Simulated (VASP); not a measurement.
# C (I4_1/amd) in VASP: a series of runs

C is run at these levels: LDA; tasks: electric field gradients.

Program: VASP 6.6.1. These are calculated values, not measurements. Logs are shortened: lines on timing, memory, paths and dates and some standing lists are left out, and cuts for length are marked.

**1. The cell of the first run**

The structure is tetragonal, space group I4_1/amd (No. 141). Conventional cell: a = 2.472 Å, b = 2.472 Å, c = 3.567 Å, α = 90.00°, β = 90.00°, γ = 90.00°. C (site symmetry -4m2) has 4 C at 1.52 Å within 2.0 Å.

**2. Electric field gradients, LDA (equal xx and yy strain of -2 %)**

Contents of INCAR:

```
ALGO = Normal
EDIFF = 1E-8
ENCUT = 520
ISIF = 2
ISMEAR = -1
LASPH = T
LCHARG = F
LEFG = T
LREAL = F
LWAVE = F
NBANDS = 11
NELM = 100
PREC = Accurate
SIGMA = 0.03
```

Contents of KPOINTS:

```
k-points
0
Gamma
  16 16 16
```

Contents of POSCAR:

```
C
1.0
    0.0000000000      1.7477320000      1.7834000000
    1.7477320000      0.0000000000      1.7834000000
    1.7477320000      1.7477320000      0.0000000000
C
2
Direct
    0.5000000000      0.5000000000      0.5000000000
    0.7500000000      0.7500000000      0.7500000000
```

Potentials or basis: VASP PAW LDA potentials, release 64 (C).

Run with:

```bash
> cat potpaw_LDA.64/C/POTCAR > POTCAR
> mpirun -np 1 vasp_std > vasp.out
```

OUTCAR:

```text
EDIFF = 1E-8
   ENCUT = 520
   ISIF = 2
   ISMEAR = -1
   LASPH = T
   LREAL = F
   NELM = 100
   PREC = Accurate

 ion  position               nearest neighbor table
   1  0.500  0.500  0.500-   2 1.52   2 1.52   2 1.52   2 1.52
   2  0.750  0.750  0.750-   1 1.52   1 1.52   1 1.52   1 1.52

  LATTYP: Found a body centered tetragonal cell.
 ALAT       =     2.4716662978
 C/A-ratio  =     1.4430750636

  Lattice vectors:

 A1 = (  -1.7477320000,   0.0000000000,   1.7834000000)
 A2 = (   1.7477320000,   0.0000000000,   1.7834000000)
 A3 = (   0.0000000000,   1.7477320000,  -1.7834000000)

Analysis of symmetry for initial positions (statically):
=====================================================================
 Subroutine PRICEL returns:
 Original cell was already a primitive cell.

 Routine SETGRP: Setting up the symmetry group for a
 body centered tetragonal supercell.

 Subroutine GETGRP returns: Found 16 space group operations
 (whereof  8 operations were pure point group operations)
 out of a pool of 16 trial point group operations.

The static configuration has the point symmetry D_2d.
 The point group associated with its full space group is D_4h.

Analysis of symmetry for dynamics (positions and initial velocities):
=====================================================================
 Subroutine PRICEL returns:
 Original cell was already a primitive cell.

 Routine SETGRP: Setting up the symmetry group for a
 body centered tetragonal supercell.

 Subroutine GETGRP returns: Found 16 space group operations
 (whereof  8 operations were pure point group operations)
 out of a pool of 16 trial point group operations.

The dynamic configuration has the point symmetry D_2d.
 The point group associated with its full space group is D_4h.

 Subroutine INISYM returns: Found 16 space group operations
 (whereof  8 operations are pure point group operations),
 and found     1 'primitive' translations

----------------------------------------------------------------------------------------

                                     Primitive cell

  volume of cell :      10.8950

  direct lattice vectors                    reciprocal lattice vectors
     0.000000000  1.747732000  1.783400000    -0.286085052  0.286085052  0.280363351
     1.747732000  0.000000000  1.783400000     0.286085052 -0.286085052  0.280363351
     1.747732000  1.747732000  0.000000000     0.286085052  0.286085052 -0.280363351

  length of vectors
     2.497014758  2.497014758  2.471666298     0.492232590  0.492232590  0.492232590

  position of ions in fractional coordinates (direct lattice)
     0.500000000  0.500000000  0.500000000
     0.750000000  0.750000000  0.750000000

  ion indices of the primitive-cell ions
   primitive index   ion index
                 1           1
                 2           2

----------------------------------------------------------------------------------------

 KPOINTS: k-points

Automatic generation of k-mesh.
 Grid dimensions read from file:
 generate k-points for:   16   16   16

 Generating k-lattice:

  Cartesian coordinates                     Fractional coordinates (reciprocal lattice)
    -0.017880316  0.017880316  0.017522709     0.062500000  0.000000000  0.000000000
     0.017880316 -0.017880316  0.017522709     0.000000000  0.062500000  0.000000000
     0.017880316  0.017880316 -0.017522709     0.000000000  0.000000000  0.062500000

  Length of vectors
     0.030764537  0.030764537  0.030764537

  Shift w.r.t. Gamma in fractional coordinates (k-lattice)
     0.000000000  0.000000000  0.000000000

 Subroutine IBZKPT returns following result:
 ===========================================

 Found    349 irreducible k-points:

 Following reciprocal coordinates:
            Coordinates               Weight
  0.000000  0.000000  0.000000      1.000000
  0.062500  0.000000  0.000000      8.000000
  0.125000  0.000000  0.000000      8.000000
  0.187500  0.000000  0.000000      8.000000
  0.250000  0.000000  0.000000      8.000000
  0.312500  0.000000  0.000000      8.000000
[... 16 lines left out ...]
 -0.125000  0.062500  0.000000      8.000000
 -0.062500  0.062500  0.000000      4.000000
 [... further k-points ...]
   k-points           NKPTS =    349   k-points in BZ     NKDIM =    349   number of bands    NBANDS=     11
   number of dos      NEDOS =    301   number of ions     NIONS =      2
   total plane-waves  NPLWV =   7200
   dimension x,y,z NGX =    20 NGY =   20 NGZ =   18
   dimension x,y,z NGXF=    40 NGYF=   40 NGZF=   36
   ions per type =               2
   NGX,Y,Z   is equivalent  to a cutoff of  13.32, 13.32, 12.11 a.u.
   NGXF,Y,Z  is equivalent  to a cutoff of  26.63, 26.63, 24.21 a.u.
 SYSTEM =  unknown system
   PREC   = accura    normal or accurate (medium, high low for compatibility)
   ISTART =      0    job   : 0-new  1-cont  2-samecut
   ICHARG =      2    charge: 1-file 2-atom 10-const
   ISPIN  =      1    spin polarized calculation?
   LNONCOLLINEAR =      F non collinear calculations
   LSORBIT =      F    spin-orbit coupling
   LASPH  =      T    aspherical Exc in radial PAW
   ENCUT  =  520.0 eV  38.22 Ry    6.18 a.u.   4.64  4.64  4.60*2*pi/ulx,y,z
   NELM   =    100;   NELMIN=  2; NELMDL= -5     # of ELM steps
   EDIFF  = 0.1E-07   stopping-criterion for ELM
   LREAL  =      F    real-space projection
   EDIFFG = 0.1E-06   stopping-criterion for IOM
   NSW    =      0    number of steps for IOM
   IBRION =     -1    ionic relax: 0-MD 1-quasi-New 2-CG
   NFREE  =      0    steps in history (QN), initial steepest desc. (CG)
   ISIF   =      2    stress and relaxation
   ISYM   =      2    0-nonsym 1-usesym 2-fastsym
   POTIM  = 0.5000    time-step for ionic-motion
   TEBEG  =    0.0;   TEEND  =   0.0 temperature during run
   PSTRESS=    0.0 pullay stress
   NELECT =       8.0000    total number of electrons
   NUPDOWN=      -1.0000    fix difference up-down
   EMIN   =  10.00;   EMAX   =-10.00  energy-range for DOS
   EFERMI =   0.00;   METHOD = LEGACY
   ISMEAR =    -1;   SIGMA  =   0.03  broadening in eV -4-tet -1-fermi 0-gaus
   EFERMI_NEDOS =   21; number of points for ismear=-14 and -15
   IALGO  =     38    algorithm
   IMIX   =      4    mixing-type and parameters
     AMIX     =   0.40;   BMIX     =  1.00
     AMIX_MAG =   1.60;   BMIX_MAG =  1.00
  volume/ion in A,a.u.               =       5.45        36.76
  Fermi-wavevector in a.u.,A,eV,Ry     =   1.476937  2.791007 29.678978  2.181343
  Thomas-Fermi vector in A             =   2.591403
   LORBIT       =      0    0 simple, 1 ext, 2 COOP (PROOUT), +10 PAW based schemes
   GGA     = CA    functional components
   LHFCALC =     F    Hartree Fock is set to
   AEXX    =    0.0000 exact exchange contribution
   IVDW    =     0    specifies the selected vdW correction
   LEPSILON=     F    determine dielectric tensor
   LRPA    =     F    only Hartree local field effects (RPA)
 non-spin polarized calculation
  energy-cutoff  :      520.00
  volume of cell :       10.90
 maximum number of plane-waves:       306
   NGX =  9   NGY =  9   NGZ =  9

 number of electron       8.0000000 magnetization

 Free energy of the ion-electron system (eV)
  ---------------------------------------------------
  ext. energy  EPLUGINS =         0.00000000
  ---------------------------------------------------
  free energy    TOTEN  =       -20.23283999 eV

  energy without entropy =      -20.23283999  energy(sigma->0) =      -20.23283999

 E-fermi :  10.9537     XC(G=0): -13.6962

 val. band max:       10.4305875213   @ k =   0.0000   0.0000   0.0000
 cond. band min:      14.3597122650   @ k =   0.3750   0.0000   0.3750
 fundamental gap:      3.9291247437
 Fermi energy:        10.9536832754

 k-point     1 :       0.0000    0.0000    0.0000
  band No.  band energies     occupation
      1     -11.5399      2.00000
      2      10.1103      2.00000
      3      10.4306      2.00000
      4      10.4306      2.00000
      5      15.9012      0.00000
      6      15.9012      0.00000
      7      16.1514      0.00000
      8      24.8075      0.00000
      9      29.8702      0.00000
     10      36.7970      0.00000
     11      37.3461      0.00000

 k-point     2 :       0.0625    0.0000    0.0000
  band No.  band energies     occupation
      1     -11.4289      2.00000
      2       9.5365      2.00000
      3      10.0555      2.00000
      4      10.2359      2.00000
      5      16.1621      0.00000
      6      16.2359      0.00000
      7      16.5426      0.00000
      8      24.8641      0.00000
      9      30.0524      0.00000
     10      35.1206      0.00000
     11      36.0618      0.00000

 k-point     3 :       0.1250    0.0000    0.0000
  band No.  band energies     occupation
      1     -11.0962      2.00000
      2       7.8532      2.00000
      3       9.5332      2.00000
      4       9.7636      2.00000
      5      16.8056      0.00000
      6      16.8768      0.00000
      7      17.4408      0.00000
      8      25.0283      0.00000
      9      30.5031      0.00000
     10      33.6761      0.00000
     11      34.4469      0.00000

 k-point     4 :       0.1875    0.0000    0.0000
  band No.  band energies     occupation
      1     -10.5440      2.00000
      2       5.7773      2.00000
      3       8.9354      2.00000
      4       9.1996      2.00000
      5      17.5689      0.00000
      6      17.5781      0.00000
      7      18.3134      0.00000
      8      25.2786      0.00000
      9      30.9708      0.00000
     10      32.8743      0.00000
     11      33.4455      0.00000
[... 239 lines left out ...]
 k-point    22 :      -0.1875    0.0625    0.0000
  band No.  band energies     occupation
      1     -10.2021      2.00000
      2       5.0573      2.00000
      3       7.7775      2.00000
      4       9.4038      2.00000
      5      17.4181      0.00000
      6      18.2356      0.00000
      7      18.9829      0.00000
      8      25.1116      0.00000
      9      31.2489      0.00000
     10      31.9827      0.00000
     11      34.1415      0.00000

 k-point    23 :      -0.1250    0.0625    0.0000
  band No.  band energies     occupation
      1     -10.8300      2.00000
      2       7.1542      2.00000
      3       8.3680      2.00000
      4       9.9265      2.00000
      5      16.7066      0.00000
      6      17.4722      0.00000
      7      18.2591      0.00000
      8      24.9846      0.00000
      9      30.8291      0.00000
     10      32.7418      0.00000
     11      34.4852      0.00000

 k-point    24 :      -0.0625    0.0625    0.0000
  band No.  band energies     occupation
      1     -11.2399      2.00000
      2       8.9434      2.00000
      3       9.0267      2.00000
      4      10.2598      2.00000
      5      16.2052      0.00000
      6      16.6951      0.00000
      7      17.3611      0.00000
      8      24.9059      0.00000
      9      30.3445      0.00000
     10      34.1361      0.00000
     11      35.3563      0.00000

 [... further k-points ...]

------------------------ aborting loop because EDIFF is reached ----------------------------------------

  FORCE on cell =-STRESS in cart. coord.  units (eV):
  Direction    XX          YY          ZZ          XY          YZ          ZX
  --------------------------------------------------------------------------------------
  -------------------------------------------------------------------------------------
  Total        0.9148232      0.9148232     -0.4386501      0.0000000     -0.0000000      0.0000000
  in kB      134.5300593    134.5300593    -64.5060465      0.0000000     -0.0000000      0.0000000
  external PRESSURE =      68.1846907 kB  Pullay stress =       0.0000000 kB

 VOLUME and BASIS-vectors are now :
 -----------------------------------------------------------------------------
  energy-cutoff  :      520.00
  volume of cell :       10.90
      direct lattice vectors                 reciprocal lattice vectors
     0.000000000  1.747732000  1.783400000    -0.286085052  0.286085052  0.280363351
     1.747732000  0.000000000  1.783400000     0.286085052 -0.286085052  0.280363351
     1.747732000  1.747732000  0.000000000     0.286085052  0.286085052 -0.280363351

 POSITION                                       TOTAL-FORCE (eV/Angst)
 -----------------------------------------------------------------------------------
      1.74773      1.74773      1.78340        -0.000000     -0.000000      0.000000
      2.62160      2.62160      2.67510         0.000000      0.000000     -0.000000
 -----------------------------------------------------------------------------------
    total drift:                                0.000000     -0.000000      0.000000

  FREE ENERGIE OF THE ION-ELECTRON SYSTEM (eV)
  ---------------------------------------------------
  free  energy   TOTEN  =       -20.2328399896 eV

  energy  without entropy=      -20.2328399896  energy(sigma->0) =      -20.23283999

 Electric field gradients (V/A^2)
---------------------------------------------------------------------
 ion       V_xx      V_yy      V_zz      V_xy      V_xz      V_yz
---------------------------------------------------------------------
   1      -0.413    -0.413     0.826    -0.001     0.000     0.000
   2      -0.413    -0.413     0.826    -0.001     0.000     0.000
---------------------------------------------------------------------

 Electric field gradients after diagonalization (V/A^2)
 (convention: |V_zz| > |V_xx| > |V_yy|)
----------------------------------------------------------------------
 ion       V_xx      V_yy      V_zz     asymmetry (V_yy - V_xx)/ V_zz
----------------------------------------------------------------------
   1      -0.414    -0.412     0.826       0.003
   2      -0.414    -0.412     0.826       0.003
----------------------------------------------------------------------

           NMR quadrupolar parameters

 Cq : quadrupolar parameter    Cq=e*Q*V_zz/h
 eta: asymmetry parameters     (V_yy - V_xx)/ V_zz
 Q  : nuclear electric quadrupole moment in mb (millibarn)
----------------------------------------------------------------------
 ion       Cq(MHz)       eta       Q (mb)
----------------------------------------------------------------------
   1       0.002       0.003       1.000
   2       0.002       0.003       1.000
----------------------------------------------------------------------
```

It took 62 s on 1 thread of Intel Xeon 8259CL, shared host; peak memory 0.14 GiB.

What came out:

| Quantity | Value |
| --- | --- |
| Free energy | -20.2328 eV |
| Pressure | 6.8 GPa |
| Band gap on the k mesh | 3.93 eV (least direct gap 5.47 eV) |
| Largest electric field gradient by atom | C +0.8 V/Å² |

Stress tensor (GPa, compression positive):
```
13.45  0.00  0.00
 0.00 13.45  0.00
 0.00  0.00 -6.45
```

Levels at points of the mesh, in eV from the valence-band top:
| k point | band 1 | band 2 | band 3 | band 4 | band 5 | band 6 | band 7 | band 8 |
| --- | --- | --- | --- | --- | --- | --- | --- | --- |
| (0.00, 0.00, 0.00) | -21.97 | -0.32 | 0.00 | 0.00 | 5.47 | 5.47 | 5.72 | 14.38 |
| (0.50, 0.00, 0.00) | -15.89 | -13.92 | -3.19 | -2.81 | 8.23 | 8.54 | 9.59 | 15.67 |
| (0.50, 0.50, 0.00) | -13.22 | -13.22 | -6.43 | -6.43 | 5.02 | 5.02 | 17.06 | 17.06 |
| (0.50, 0.00, 0.50) | -12.89 | -12.89 | -6.74 | -6.74 | 4.53 | 4.53 | 17.15 | 17.15 |

Electric field gradients, principal values (V/Å²):
```
atom   least  middle  greatest (by size)
 1 C  -0.412  -0.414               0.826
 2 C  -0.412  -0.414               0.826
```

Caveat: the cell differs from its parent crystal (equal xx and yy strain of -2 %); the cell stands under pressure; without QUAD_EFG the Cq values of the log hold for a quadrupole moment of 1 mb, not for the nuclei. A k mesh can miss the band edges.

**3. Electric field gradients, LDA (equal xx and yy strain of -2 %)**

Contents of INCAR:

```
SYSTEM = C
  ALGO = Normal
  EDIFF = 1E-8
  ENCUT = 520
  GGA = CA
  ISIF = 2
  ISMEAR = -1
  LASPH = .True.
  LCHARG = .False.
  LEFG = .True.
  LREAL = .False.
  LWAVE = .False.
  NBANDS = 11
  NELM = 100
  PREC = Accurate
  SIGMA = 0.03
```

Contents of KPOINTS:

```
k-points
0
Gamma
  16 16 16
  0 0 0
```

POSCAR is that of step 2.

Potentials or basis: VASP PAW LDA potentials, release 64 (C).

Run with:

```bash
> cat potpaw_LDA.64/C/POTCAR > POTCAR
> mpirun -np 1 vasp_std > vasp.out
```

OUTCAR:

```text
SYSTEM = C
   EDIFF = 1E-8
   ENCUT = 520
   GGA = CA
   ISIF = 2
   ISMEAR = -1
   LASPH = .True.
   LREAL = .False.
   NELM = 100
   PREC = Accurate

 ion  position               nearest neighbor table
   1  0.500  0.500  0.500-   2 1.52   2 1.52   2 1.52   2 1.52
   2  0.750  0.750  0.750-   1 1.52   1 1.52   1 1.52   1 1.52

  LATTYP: Found a body centered tetragonal cell.
 ALAT       =     2.4716662978
 C/A-ratio  =     1.4430750636

  Lattice vectors:

 A1 = (  -1.7477320000,   0.0000000000,   1.7834000000)
 A2 = (   1.7477320000,   0.0000000000,   1.7834000000)
 A3 = (   0.0000000000,   1.7477320000,  -1.7834000000)

[... 548 lines left out ...]
  free  energy   TOTEN  =       -20.2328399896 eV

  energy  without entropy=      -20.2328399896  energy(sigma->0) =      -20.23283999

 Electric field gradients (V/A^2)
---------------------------------------------------------------------
 ion       V_xx      V_yy      V_zz      V_xy      V_xz      V_yz
---------------------------------------------------------------------
   1      -0.413    -0.413     0.826    -0.001     0.000     0.000
   2      -0.413    -0.413     0.826    -0.001     0.000     0.000
---------------------------------------------------------------------

 Electric field gradients after diagonalization (V/A^2)
 (convention: |V_zz| > |V_xx| > |V_yy|)
----------------------------------------------------------------------
 ion       V_xx      V_yy      V_zz     asymmetry (V_yy - V_xx)/ V_zz
----------------------------------------------------------------------
   1      -0.414    -0.412     0.826       0.003
   2      -0.414    -0.412     0.826       0.003
----------------------------------------------------------------------

           NMR quadrupolar parameters

 Cq : quadrupolar parameter    Cq=e*Q*V_zz/h
 eta: asymmetry parameters     (V_yy - V_xx)/ V_zz
 Q  : nuclear electric quadrupole moment in mb (millibarn)
----------------------------------------------------------------------
 ion       Cq(MHz)       eta       Q (mb)
----------------------------------------------------------------------
   1       0.002       0.003       1.000
   2       0.002       0.003       1.000
----------------------------------------------------------------------
```

Wall time 59 s (1 thread of Intel Xeon 8259CL, shared host); peak memory 0.14 GiB.

Results:

```
Free energy                             : -20.2328 eV
Pressure                                : 6.8 GPa
Band gap on the k mesh                  : 3.93 eV (least direct gap 5.47 eV)
Largest electric field gradient by atom : C +0.8 V/Å²
```

Electric field gradients, principal values (V/Å²):
```csv
atom,least,middle,greatest (by size)
1 C,-0.412,-0.414,0.826
2 C,-0.412,-0.414,0.826
```

Caveat: the cell differs from its parent crystal (equal xx and yy strain of -2 %); the cell stands under pressure; without QUAD_EFG the Cq values of the log hold for a quadrupole moment of 1 mb, not for the nuclei. A k mesh can miss the band edges.

(Continued in part 2 of 2.)
